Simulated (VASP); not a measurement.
# TaN (Fm-3m) in VASP: single point with PBEsol

Aim: the single point of TaN with PBEsol.

All numbers are computed with VASP 6.6.1; they aren't measurements. Logs are shortened: lines on timing, memory, paths and dates and some standing lists are left out, and cuts for length are marked.

**1. The cell of the first run**

Symmetry: Fm-3m, No. 225, cubic system. Conventional cell: a = 4.375 Å, b = 4.375 Å, c = 4.375 Å, α = 90.00°, β = 90.00°, γ = 90.00°. Within 2.9 Å of Ta (site symmetry m-3m) lie 6 N at 2.19 Å. Within 2.9 Å of N (site symmetry m-3m) lie 6 Ta at 2.19 Å.

**2. Single point, PBEsol**

INCAR reads:

```
SYSTEM = TaN
PREC = Accurate
ENCUT = 700
EDIFF = 1E-6
ISMEAR = 0
SIGMA = 0.1
LREAL = .FALSE.
LASPH = .TRUE.
NELM = 120
ALGO = Normal
ISIF = 2
LWAVE = .FALSE.
LCHARG = .FALSE.
GGA = PS
NBANDS = 16
GGA_COMPAT = .FALSE.
```

KPOINTS reads:

```
Automatic mesh
0
G
  16 16 16
  0 0 0
```

POSCAR reads:

```
TaN
1.0
    0.0000000000      2.1874108982      2.1874108982
    2.1874108982      0.0000000000      2.1874108982
    2.1874108982      2.1874108982      0.0000000000
Ta N
1 1
Direct
    0.0000000000      0.0000000000      0.0000000000
    0.5000000000      0.5000000000      0.5000000000
```

Potentials or basis: VASP PAW PBE potentials, release 64 (Ta_sv_GW, N).

Run with:

```
cat potpaw_PBE.64/Ta_sv_GW/POTCAR potpaw_PBE.64/N/POTCAR > POTCAR
mpirun -np 1 vasp_std > vasp.out
```

OUTCAR:

```text
SYSTEM = TaN
   PREC = Accurate
   ENCUT = 700
   EDIFF = 1E-6
   ISMEAR = 0
   LREAL = .FALSE.
   LASPH = .TRUE.
   NELM = 120
   ISIF = 2
   GGA = PS

 ion  position               nearest neighbor table
   1  0.000  0.000  0.000-   2 2.19   2 2.19   2 2.19   2 2.19   2 2.19   2 2.19
   2  0.500  0.500  0.500-   1 2.19   1 2.19   1 2.19   1 2.19   1 2.19   1 2.19

  LATTYP: Found a face centered cubic cell.
 ALAT       =     4.3748217964

  Lattice vectors:

 A1 = (   0.0000000000,   2.1874108982,   2.1874108982)
 A2 = (   2.1874108982,   0.0000000000,   2.1874108982)
 A3 = (   2.1874108982,   2.1874108982,   0.0000000000)

Analysis of symmetry for initial positions (statically):
=====================================================================
 Subroutine PRICEL returns:
 Original cell was already a primitive cell.

 Routine SETGRP: Setting up the symmetry group for a
 face centered cubic supercell.

 Subroutine GETGRP returns: Found 48 space group operations
 (whereof 48 operations were pure point group operations)
 out of a pool of 48 trial point group operations.

The static configuration has the point symmetry O_h .

Analysis of symmetry for dynamics (positions and initial velocities):
=====================================================================
 Subroutine PRICEL returns:
 Original cell was already a primitive cell.

 Routine SETGRP: Setting up the symmetry group for a
 face centered cubic supercell.

 Subroutine GETGRP returns: Found 48 space group operations
 (whereof 48 operations were pure point group operations)
 out of a pool of 48 trial point group operations.

The dynamic configuration has the point symmetry O_h .

 Subroutine INISYM returns: Found 48 space group operations
 (whereof 48 operations are pure point group operations),
 and found     1 'primitive' translations

----------------------------------------------------------------------------------------

                                     Primitive cell

  volume of cell :      20.9325

  direct lattice vectors                    reciprocal lattice vectors
     0.000000000  2.187410898  2.187410898    -0.228580739  0.228580739  0.228580739
     2.187410898  0.000000000  2.187410898     0.228580739 -0.228580739  0.228580739
     2.187410898  2.187410898  0.000000000     0.228580739  0.228580739 -0.228580739

  length of vectors
     3.093466159  3.093466159  3.093466159     0.395913454  0.395913454  0.395913454

  position of ions in fractional coordinates (direct lattice)
     0.000000000  0.000000000  0.000000000
     0.500000000  0.500000000  0.500000000

  ion indices of the primitive-cell ions
   primitive index   ion index
                 1           1
                 2           2

----------------------------------------------------------------------------------------

 KPOINTS: Automatic mesh

Automatic generation of k-mesh.
 Grid dimensions read from file:
 generate k-points for:   16   16   16

 Generating k-lattice:

  Cartesian coordinates                     Fractional coordinates (reciprocal lattice)
    -0.014286296  0.014286296  0.014286296     0.062500000  0.000000000  0.000000000
     0.014286296 -0.014286296  0.014286296     0.000000000  0.062500000  0.000000000
     0.014286296  0.014286296 -0.014286296     0.000000000  0.000000000  0.062500000

  Length of vectors
     0.024744591  0.024744591  0.024744591

  Shift w.r.t. Gamma in fractional coordinates (k-lattice)
     0.000000000  0.000000000  0.000000000

 Subroutine IBZKPT returns following result:
 ===========================================

 Found    145 irreducible k-points:

 Following reciprocal coordinates:
            Coordinates               Weight
  0.000000  0.000000  0.000000      1.000000
  0.062500  0.000000  0.000000      8.000000
  0.125000  0.000000  0.000000      8.000000
  0.187500  0.000000  0.000000      8.000000
  0.250000  0.000000  0.000000      8.000000
  0.312500  0.000000  0.000000      8.000000
[... 16 lines left out ...]
 -0.125000  0.062500  0.000000     24.000000
 -0.062500  0.062500  0.000000     12.000000
 [... further k-points ...]
   k-points           NKPTS =    145   k-points in BZ     NKDIM =    145   number of bands    NBANDS=     16
   number of dos      NEDOS =    301   number of ions     NIONS =      2
   total plane-waves  NPLWV =  21952
   dimension x,y,z NGX =    28 NGY =   28 NGZ =   28
   dimension x,y,z NGXF=    56 NGYF=   56 NGZF=   56
   ions per type =               1   1
   NGX,Y,Z   is equivalent  to a cutoff of  15.05, 15.05, 15.05 a.u.
   NGXF,Y,Z  is equivalent  to a cutoff of  30.09, 30.09, 30.09 a.u.
 SYSTEM =  TaN
   PREC   = accura    normal or accurate (medium, high low for compatibility)
   ISTART =      0    job   : 0-new  1-cont  2-samecut
   ICHARG =      2    charge: 1-file 2-atom 10-const
   ISPIN  =      1    spin polarized calculation?
   LNONCOLLINEAR =      F non collinear calculations
   LSORBIT =      F    spin-orbit coupling
   LASPH  =      T    aspherical Exc in radial PAW
   ENCUT  =  700.0 eV  51.45 Ry    7.17 a.u.   6.67  6.67  6.67*2*pi/ulx,y,z
   NELM   =    120;   NELMIN=  2; NELMDL= -5     # of ELM steps
   EDIFF  = 0.1E-05   stopping-criterion for ELM
   LREAL  =      F    real-space projection
[... 7 lines left out ...]
   TEBEG  =    0.0;   TEEND  =   0.0 temperature during run
   PSTRESS=    0.0 pullay stress
   NELECT =      18.0000    total number of electrons
   NUPDOWN=      -1.0000    fix difference up-down
   EMIN   =  10.00;   EMAX   =-10.00  energy-range for DOS
   EFERMI =   0.00;   METHOD = LEGACY
   ISMEAR =     0;   SIGMA  =   0.10  broadening in eV -4-tet -1-fermi 0-gaus
   EFERMI_NEDOS =   21; number of points for ismear=-14 and -15
   IALGO  =     38    algorithm
   IMIX   =      4    mixing-type and parameters
     AMIX     =   0.40;   BMIX     =  1.00
     AMIX_MAG =   1.60;   BMIX_MAG =  1.00
  volume/ion in A,a.u.               =      10.47        70.63
  Fermi-wavevector in a.u.,A,eV,Ry     =   1.556773  2.941874 32.974294  2.423542
  Thomas-Fermi vector in A             =   2.660520
   LORBIT       =      0    0 simple, 1 ext, 2 COOP (PROOUT), +10 PAW based schemes
   GGA     = PS    functional components
   LHFCALC =     F    Hartree Fock is set to
   AEXX    =    0.0000 exact exchange contribution
   IVDW    =     0    specifies the selected vdW correction
   LEPSILON=     F    determine dielectric tensor
   LRPA    =     F    only Hartree local field effects (RPA)
 non-spin polarized calculation
 Gauss-broadening in eV      SIGMA  =   0.10
  energy-cutoff  :      700.00
  volume of cell :       20.93
 maximum number of plane-waves:       903
   NGX = 13   NGY = 13   NGZ = 13

 number of electron      18.0000000 magnetization

 Free energy of the ion-electron system (eV)
  ---------------------------------------------------
  ext. energy  EPLUGINS =         0.00000000
  ---------------------------------------------------
  free energy    TOTEN  =       -25.76152052 eV

  energy without entropy =      -25.75589549  energy(sigma->0) =      -25.75870801

 E-fermi :  13.8757     XC(G=0): -14.0506

 val. band max:       13.8654275593   @ k =  -0.2500   0.3750   0.1250
 cond. band min:      13.8806044114   @ k =  -0.3125   0.3125   0.1250
 fundamental gap:      0.0151768521
 Fermi energy:        13.8756945863

 k-point     1 :       0.0000    0.0000    0.0000
  band No.  band energies     occupation
      1     -55.5897      2.00000
      2     -21.7665      2.00000
      3     -21.7665      2.00000
      4     -21.7665      2.00000
      5      -5.0331      2.00000
      6      10.0453      2.00000
[... 8 lines left out ...]
     15      23.0228      0.00000
     16      38.3315      0.00000

 k-point     2 :       0.0625    0.0000    0.0000
  band No.  band energies     occupation
      1     -55.5874      2.00000
      2     -21.8043      2.00000
      3     -21.7699      2.00000
      4     -21.7699      2.00000
      5      -4.9345      2.00000
      6       9.5229      2.00000
[... 8 lines left out ...]
     15      23.3216      0.00000
     16      36.7404      0.00000

 k-point     3 :       0.1250    0.0000    0.0000
  band No.  band energies     occupation
      1     -55.5808      2.00000
      2     -21.9103      2.00000
      3     -21.7795      2.00000
      4     -21.7795      2.00000
      5      -4.6495      2.00000
      6       8.4708      2.00000
[... 8 lines left out ...]
     15      24.1520      0.00000
     16      34.4532      0.00000

 k-point     4 :       0.1875    0.0000    0.0000
  band No.  band energies     occupation
      1     -55.5709      2.00000
      2     -22.0651      2.00000
      3     -21.7939      2.00000
      4     -21.7939      2.00000
      5      -4.2086      2.00000
      6       7.2965      2.00000
[... 8 lines left out ...]
     15      25.2898      0.00000
     16      32.3929      0.00000

 k-point     5 :       0.2500    0.0000    0.0000
  band No.  band energies     occupation
      1     -55.5593      2.00000
      2     -22.2423      2.00000
      3     -21.8107      2.00000
      4     -21.8107      2.00000
      5      -3.6578      2.00000
      6       6.1441      2.00000
[... 8 lines left out ...]
     15      26.1816      0.00000
     16      31.2125      0.00000

 k-point     6 :       0.3125    0.0000    0.0000
  band No.  band energies     occupation
      1     -55.5476      2.00000
      2     -22.4140      2.00000
      3     -21.8274      2.00000
      4     -21.8274      2.00000
      5      -3.0565      2.00000
      6       5.0914      2.00000
[... 8 lines left out ...]
     15      26.1257      0.00000
     16      29.5757      0.00000

 k-point     7 :       0.3750    0.0000    0.0000
  band No.  band energies     occupation
      1     -55.5376      2.00000
      2     -22.5556      2.00000
      3     -21.8414      2.00000
      4     -21.8414      2.00000
      5      -2.4816      2.00000
      6       4.2087      2.00000
[... 8 lines left out ...]
     15      25.7613      0.00000
     16      27.7875      0.00000

 k-point     8 :       0.4375    0.0000    0.0000
  band No.  band energies     occupation
      1     -55.5310      2.00000
      2     -22.6484      2.00000
      3     -21.8508      2.00000
      4     -21.8508      2.00000
      5      -2.0416      2.00000
      6       3.5907      2.00000
[... 8 lines left out ...]
     15      25.6991      0.00000
     16      26.4617      0.00000

 k-point     9 :       0.5000    0.0000    0.0000
  band No.  band energies     occupation
      1     -55.5286      2.00000
      2     -22.6806      2.00000
      3     -21.8541      2.00000
      4     -21.8541      2.00000
      5      -1.8707      2.00000
      6       3.3617      2.00000
[... 8 lines left out ...]
     15      25.7388      0.00000
     16      25.9341      0.00000
[... 172 lines left out ...]
 k-point    19 :      -0.3750    0.0625    0.0000
  band No.  band energies     occupation
      1     -55.5338      2.00000
      2     -22.5824      2.00000
      3     -21.8796      2.00000
      4     -21.8404      2.00000
      5      -2.3423      2.00000
      6       4.0232      2.00000
[... 8 lines left out ...]
     15      25.5749      0.00000
     16      27.0601      0.00000

 k-point    20 :      -0.3125    0.0625    0.0000
  band No.  band energies     occupation
      1     -55.5427      2.00000
      2     -22.4593      2.00000
      3     -21.8703      2.00000
      4     -21.8228      2.00000
      5      -2.8519      2.00000
      6       4.7649      2.00000
[... 8 lines left out ...]
     15      25.9679      0.00000
     16      28.2533      0.00000

 k-point    21 :      -0.2500    0.0625    0.0000
  band No.  band energies     occupation
      1     -55.5538      2.00000
      2     -22.3008      2.00000
      3     -21.8548      2.00000
      4     -21.8042      2.00000
      5      -3.4252      2.00000
      6       5.6941      2.00000
[... 8 lines left out ...]
     15      26.3808      0.00000
     16      29.4384      0.00000

 k-point    22 :      -0.1875    0.0625    0.0000
  band No.  band energies     occupation
      1     -55.5655      2.00000
      2     -22.1294      2.00000
      3     -21.8349      2.00000
      4     -21.7874      2.00000
      5      -3.9777      2.00000
      6       6.7333      2.00000
[... 8 lines left out ...]
     15      25.8449      0.00000
     16      30.8468      0.00000

 k-point    23 :      -0.1250    0.0625    0.0000
  band No.  band energies     occupation
      1     -55.5760      2.00000
      2     -21.9718      2.00000
      3     -21.8130      2.00000
      4     -21.7749      2.00000
      5      -4.4448      2.00000
      6       7.8086      2.00000
[... 8 lines left out ...]
     15      24.7377      0.00000
     16      32.8924      0.00000

 k-point    24 :      -0.0625    0.0625    0.0000
  band No.  band energies     occupation
      1     -55.5837      2.00000
      2     -21.8564      2.00000
      3     -21.7902      2.00000
      4     -21.7688      2.00000
      5      -4.7757      2.00000
      6       8.8149      2.00000
[... 8 lines left out ...]
     15      23.7968      0.00000
     16      35.1642      0.00000

 [... further k-points ...]

------------------------ aborting loop because EDIFF is reached ----------------------------------------

  FORCE on cell =-STRESS in cart. coord.  units (eV):
  Direction    XX          YY          ZZ          XY          YZ          ZX
  --------------------------------------------------------------------------------------
  -------------------------------------------------------------------------------------
  Total        0.0324640      0.0324640      0.0324640      0.0000000      0.0000000      0.0000000
  in kB        2.4848017      2.4848017      2.4848017      0.0000000      0.0000000      0.0000000
  external PRESSURE =       2.4848017 kB  Pullay stress =       0.0000000 kB

 VOLUME and BASIS-vectors are now :
 -----------------------------------------------------------------------------
  energy-cutoff  :      700.00
  volume of cell :       20.93
      direct lattice vectors                 reciprocal lattice vectors
     0.000000000  2.187410898  2.187410898    -0.228580739  0.228580739  0.228580739
     2.187410898  0.000000000  2.187410898     0.228580739 -0.228580739  0.228580739
     2.187410898  2.187410898  0.000000000     0.228580739  0.228580739 -0.228580739

 POSITION                                       TOTAL-FORCE (eV/Angst)
 -----------------------------------------------------------------------------------
      0.00000      0.00000      0.00000         0.000000      0.000000      0.000000
      2.18741      2.18741      2.18741        -0.000000     -0.000000     -0.000000
 -----------------------------------------------------------------------------------
    total drift:                                0.000000      0.000000      0.000000

  FREE ENERGIE OF THE ION-ELECTRON SYSTEM (eV)
  ---------------------------------------------------
  free  energy   TOTEN  =       -25.7615205230 eV

  energy  without entropy=      -25.7558954871  energy(sigma->0) =      -25.75870801
```

It took 62 s on 1 thread of AMD EPYC 7R13 (Zen 3), shared host; peak memory 0.2 GiB.

What came out:

```yaml
Free_energy: -25.7615 eV
Pressure: 0.2 GPa
Band_gap_on_the_k_mesh: zero (bands 9 and 10 overlap by 4.13 eV)
```

Caveat: the PAW data sets were made with another functional, which shifts forces and pressure a little; spin-orbit coupling is left out, which moves the levels of the heavy elements.
